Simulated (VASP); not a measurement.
The system is Ni.

```
Ni
1.0
     2.29054    0.00000    0.00000
     0.00000    2.29054    0.00000
     0.00000    0.00000    2.34688
Ni
1
Direct
  0.00000 0.00000 0.00000
```

* Program: VASP 6.6.1
* Task: relaxation of cell and atoms
* Functional: PBE
* Potentials or basis: VASP PAW PBE potentials, release 64 (Ni)
* Cutoff: 600 eV
* k mesh: 8 × 8 × 8
* Occupations: gaussian, width 0.1 eV
* Spin: collinear spin, ferromagnetic start
* Starting moments: [0.78] μB

At the start: pressure 4.8 GPa; volume 12.31 Å³/atom.

Q: How do energy, volume and symmetry change on relaxing?

A: Over 4 steps the energy falls by 10.7 meV/atom and the volume is 12.68 Å³/atom (+3.0 %); space group Pm-3m (No. 221, to 0.05 Å); moment 0.70 μB per cell.

Step by step:
| step | energy change (eV) | largest force (eV/Å) | pressure (GPa) | volume (Å³) |
| --- | --- | --- | --- | --- |
| 1 | 0.0000 | 0.0000 | 4.85 | 12.31 |
| 2 | -0.0076 | 0.0000 | -3.00 | 12.98 |
| 3 | -0.0105 | 0.0000 | -0.51 | 12.74 |
| 4 | -0.0107 | 0.0000 | 0.14 | 12.68 |

Final structure:
```cif
data_structure
_symmetry_space_group_name_H-M 'P 1'
_symmetry_Int_Tables_number 1
_cell_length_a 2.3329
_cell_length_b 2.3329
_cell_length_c 2.3305
_cell_angle_alpha 90.000
_cell_angle_beta 90.000
_cell_angle_gamma 90.000
_cell_volume 12.68
loop_
_atom_site_label
_atom_site_type_symbol
_atom_site_fract_x
_atom_site_fract_y
_atom_site_fract_z
_atom_site_occupancy
Ni1 Ni 0.00000 0.00000 0.00000 1
```
